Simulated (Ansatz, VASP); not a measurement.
# AlCu3: VASP beside Ansatz

Contents of INCAR:

```
SYSTEM = AlCu3
PREC     = Accurate       ! precision mode
ENCUT    = 520            ! plane-wave cutoff, eV
EDIFF    = 1E-6           ! SCF threshold, eV
ISMEAR   = 0              ! smearing method
SIGMA    = 0.15           ! smearing width, eV
LREAL    = .FALSE.        ! projectors in reciprocal space
LASPH    = .TRUE.         ! aspherical terms in the spheres
NELM     = 100            ! most SCF steps
ALGO     = Fast           ! electronic algorithm
ISIF     = 2              ! what is computed and relaxed
LWAVE    = .FALSE.        ! write WAVECAR
LCHARG   = .FALSE.        ! write CHGCAR
NBANDS   = 26             ! bands
```

KPOINTS

```
regular mesh
0
G
  12 12 12
  0 0 0
```

POSCAR

```
AlCu3
1.0
    3.6787514798      0.0000000000      0.0000000000
    0.0000000000      3.6787514798      0.0000000000
    0.0000000000      0.0000000000      3.6787514798
Al Cu
1 3
Direct
    0.0000000000      0.0000000000      0.0000000000
    0.5000000000      0.4732517947      0.0000000000
    0.5000000000      0.0000000000      0.5000000000
    0.0000000000      0.5267482053      0.5000000000
```

Input for Ansatz:

```yaml
crystal:
  lattice:
    - [3.6787514798, 0.0, 0.0]
    - [0.0, 3.6787514798, 0.0]
    - [0.0, 0.0, 3.6787514798]
  atoms:
    - { symbol: Al, position: [0.0, 0.0, 0.0] }
    - { symbol: Cu, position: [0.5, 0.4732517947, 0.0] }
    - { symbol: Cu, position: [0.5, 0.0, 0.5] }
    - { symbol: Cu, position: [0.0, 0.5267482053, 0.5] }
basis:
  ecutwfc: 520.0
kpoints:
  mp_grid: { grid: [12, 12, 12] }
hamiltonian:
  xc: lda
  pseudopotentials: { kind: paw, azcp: { folder: soft_1 } }
scf:
  occupations: { method: gaussian, width: 0.15 }
output:
  forces: true
  stress: true
  eigenvalues: true
```

Change from the starting cell: mode 5 frozen in at -0.096 Å, equal normal strain along x, y and z +0.0250.

Alike in both runs: task single point; functional LDA; k mesh 12 × 12 × 12; occupations gaussian, width 0.15 eV; no spin polarisation.

|  | VASP | Ansatz |
| --- | --- | --- |
| version | VASP 6.6.1 | Ansatz 0.2.0 |
| potentials or method | VASP PAW LDA potentials, release 64 (Al, Cu), cutoff 520 eV | scalar-relativistic, plane waves, PAW |
| valence electrons in the cell | 36 | 60 |

Ansatz gave:

| Quantity | Value |
| --- | --- |
| gap on the k mesh at the Fermi level (eV) | none |
| pressure (GPa) | -9.7 |
| traceless stress, the component that is largest in VASP (GPa) | 0.12 |
| rms of the force components (eV/Å) | 0.189 |

**Question.** Which values does VASP return?

**Answer.** gap on the k mesh at the Fermi level (eV): none; pressure (GPa): -9.5; traceless stress, the component that is largest in VASP (GPa): 0.12; rms of the force components (eV/Å): 0.192.

Ansatz warns that its potentials were made for another functional, while VASP's fit it. LDA's correlation is that of Perdew and Zunger in VASP and of Perdew and Wang (1992) in Ansatz. Atom by atom the forces differ by 0.003 eV/Å (rms over components). A gap of «none» marks a metal or a gap that the smearing closes. VASP's potentials hold 36 valence electrons a cell and Ansatz's 60, so a difference there can come from the potentials and not from the codes.
